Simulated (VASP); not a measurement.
Runs of VASP 6.6.1 on CsPbBr3. The structure is that of space group Pm-3m (No. 221), or close to it. The cells are those of the table. 

```tsv
cell	gap on the mesh (eV)	pressure (GPa)
a = 5.870, b = 5.870, c = 5.958 Å, 5 atoms	(a)	-0.3
a = 6.046, b = 6.046, c = 5.958 Å, 5 atoms	1.67	-1.3
a = 5.958, b = 5.958, c = 5.782 Å, 5 atoms	1.41	(c)
a = 5.782, b = 5.782, c = 5.694 Å, 5 atoms	1.11	(b)
a = 5.870, b = 5.870, c = 5.694 Å, 5 atoms	1.20	0.8
```

Alike in all rows: task single point; level PBEsol; potentials or basis VASP PAW PBE potentials, release 64 (Cs_sv, Pb_d, Br); no spin polarisation; k mesh 6 × 6 × 6; cutoff (eV) 520; smearing gaussian 0.05 eV.

Task: Fill in the values left out.

Result: (a) 1.42; (b) 1.6; (c) -0.2.

Caveats: the PAW data sets were made with another functional, which shifts forces and pressure a little; spin-orbit coupling is left out, which moves the levels of the heavy elements.

A k mesh can miss the band edges, and the runs leave out spin-orbit coupling on Br, Cs, Pb.
